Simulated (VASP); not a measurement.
Here is a VASP 6.6.1 calculation.

Contents of INCAR:

```
ALGO = Normal
EDIFF = 1E-6
ENCUT = 520
GGA = PE
ISIF = 2
ISMEAR = -1
LASPH = True
LCHARG = False
LREAL = False
LWAVE = False
NBANDS = 14
NELM = 80
PREC = Accurate
SIGMA = 0.08
```

The input KPOINTS:

```
k-points
0
Gamma
  13 13 13
```

The input POSCAR:

```
Bi
1.0
   -1.6029887746      1.6029887746      1.6029887746
    1.6029887746     -1.6029887746      1.6029887746
    1.6029887746      1.6029887746     -1.6029887746
Bi
1
Direct
    0.0000000000      0.0000000000      0.0000000000
```

Potentials or basis: VASP PAW PBE potentials, release 64 (Bi_d).

Command:

```console
$ cat potpaw_PBE.64/Bi_d/POTCAR > POTCAR
$ mpirun -np 1 vasp_std > vasp.out
```

(1) Predict the pressure.

Results:

(1) 155.4 GPa.
